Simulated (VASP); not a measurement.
Write the native input for VASP 6.6.1 that does the following.

- Task: single point
- Functional: LDA
- Potentials or basis: VASP PAW LDA potentials, release 64 (Si, C)
- Cutoff: 600 eV
- k mesh: 6 × 6 × 6
- Occupations: fermi-dirac, width 0.02 eV
- Spin: no spin polarisation
- Dipole correction: no
- Further INCAR settings: ALGO = Normal; EDIFF = 1e-06; NBANDS = 11

The structure of SiC lies in POSCAR:

```
SiC
1.0
    0.0000000000      2.0138687949      2.0138687949
    2.0138687949      0.0000000000      2.0138687949
    2.0138687949      2.0138687949      0.0000000000
Si C
1 1
Direct
    0.0000000000      0.0000000000      0.0000000000
    0.5000000000      0.5000000000      0.5000000000
```

The input as run:

INCAR

```
  PREC = Accurate
  ENCUT = 600
  EDIFF = 1E-6
  ISMEAR = -1
  SIGMA = 0.02
  LREAL = F
  LASPH = T
  NELM = 120
  ALGO = Normal
  ISIF = 2
  LWAVE = F
  LCHARG = F
  GGA = CA
  NBANDS = 11
  GGA_COMPAT = F
```

KPOINTS

```
Automatic mesh
0
Gamma
  6 6 6
```

Potentials or basis: VASP PAW LDA potentials, release 64 (Si, C).

Command:

```sh
$ cat potpaw_LDA.64/Si/POTCAR potpaw_LDA.64/C/POTCAR > POTCAR
$ mpirun -np 1 vasp_std > vasp.out
```

Results of the run:

```
Pressure               : -4.2 GPa
Band gap on the k mesh : zero (band 4 reaches 12.65 eV, above the bottom of band 5 at 11.79 eV)
```

Caveat: the k points lie up to 0.45 Å⁻¹ apart.

Wall time 5.8 s on 1 thread of Intel Xeon 8259CL, with other jobs on the host, peak memory 0.12 GiB.
